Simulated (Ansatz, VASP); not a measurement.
**Two plane-wave programs on Pd3Pt**

```
Pd Pt
1.0
     0.00000    3.06789    3.06789
     3.06789    0.00000    3.06789
     3.06789    3.06789    0.00000
Pd Pt
3 1
Direct
  0.25000 0.25000 0.25000
  0.75000 0.75000 0.75000
  0.50000 0.50000 0.50000
  0.00000 0.00000 0.00000
```

Change from the starting cell: species swapped into the TaW3 type (Fm-3m, No. 225).

Alike in both runs: task single point; functional PBE; k mesh 6 × 6 × 6; occupations gaussian, width 0.1 eV; no spin polarisation.

|  | VASP | Ansatz |
| --- | --- | --- |
| version | VASP 6.6.1 | Ansatz 0.2.0 |
| potentials or method | VASP PAW PBE potentials, release 64 (Pd, Pt), cutoff 520 eV | scalar-relativistic, plane waves, PAW |
| valence electrons in the cell | 40 | 72 |

Ansatz gave:

- gap on the k mesh at the Fermi level (eV): none
- pressure (GPa): 16.0

Question: What did VASP give for the same quantities?

Answer: gap on the k mesh at the Fermi level (eV): none; pressure (GPa): 15.5.

A gap of «none» marks a metal or a gap that the smearing closes. With one functional, cell and mesh, what is left measures potentials, basis and numerics. VASP's potentials hold 40 valence electrons a cell and Ansatz's 72, so a difference there can come from the potentials and not from the codes.

Spin-orbit coupling is off throughout.
